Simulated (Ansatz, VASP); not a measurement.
## Hf4Ta in VASP and in Ansatz

```
Hf Ta
1.0
    -3.19280    3.19280    3.19280
     3.19280   -3.19280    3.19280
     3.19280    3.19280   -3.19280
Hf Ta
4 1
Direct
  0.49998 0.49998 0.49998
  0.50002 0.00000 0.00000
  0.00000 0.00000 0.50002
  0.00000 0.50002 0.00000
  0.00000 0.00000 0.00000
```

Change from the starting cell: species swapped into the GeF4 type (I-43m, No. 217).

Alike in both runs: functional PBE; k mesh 4 × 4 × 4; occupations gaussian, width 0.1 eV; no spin polarisation.

Ansatz relaxed the structure, and its values are those at the end. VASP's run is a single point on that final structure, the one shown.

|  | VASP | Ansatz |
| --- | --- | --- |
| version | VASP 6.6.1 | Ansatz 0.2.0 |
| potentials or method | VASP PAW PBE potentials, release 64 (Hf_pv, Ta_pv), cutoff 520 eV | scalar-relativistic, plane waves, PAW |
| valence electrons in the cell | 51 | 117 |

Ansatz gave:

* gap on the k mesh at the Fermi level (eV): none
* pressure (GPa): 0.0

Task: Estimate VASP's values.

Result: gap on the k mesh at the Fermi level (eV): none; pressure (GPa): -0.3.

A gap of «none» marks a metal or a gap that the smearing closes. The functional is the same, so the differences come from potentials, cutoffs and numerics. VASP's potentials hold 51 valence electrons a cell and Ansatz's 117, so a difference there can come from the potentials and not from the codes.

Neither program's run includes spin-orbit coupling.
